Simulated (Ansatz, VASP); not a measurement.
## Two plane-wave programs on B3P4Ir

```
B P Ir
1.0
     4.77871    0.00000    0.00000
     0.00000    4.77871    0.00000
     0.00000    0.00000    4.77871
B P Ir
3 4 1
Direct
  0.00000 0.50000 0.50000
  0.50000 0.50000 0.00000
  0.50000 0.00000 0.50000
  0.25268 0.74732 0.74732
  0.74732 0.74732 0.25268
  0.74732 0.25268 0.74732
  0.25268 0.25268 0.25268
  0.00000 0.00000 0.00000
```

Change from the starting cell: species swapped into the Cu3AsS4 type (P-43m, No. 215).

Alike in both runs: task single point; functional PBE; k mesh 4 × 4 × 4; occupations gaussian, width 0.1 eV; no spin polarisation.

```csv
,VASP,Ansatz
version,VASP 6.6.1,Ansatz 0.2.0
potentials or method,"VASP PAW PBE potentials, release 64 (B, P, Ir), cutoff 520 eV","scalar-relativistic, plane waves, PAW"
valence electrons in the cell,38,46
```

|  | VASP | Ansatz | Ansatz less VASP |
| --- | --- | --- | --- |
| gap on the k mesh at the Fermi level (eV) | none | none | - |
| pressure (GPa) | 7.1 | 6.8 | -0.32 |
| rms of the force components (eV/Å) | 1.860 | 1.818 | -0.0426 |

Atom by atom the forces differ by 0.043 eV/Å (rms over components). A gap of «none» marks a metal or a gap that the smearing closes. With one functional, cell and mesh, what is left measures potentials, basis and numerics. VASP's potentials hold 38 valence electrons a cell and Ansatz's 46, so a difference there can come from the potentials and not from the codes.

Spin-orbit coupling is off throughout.
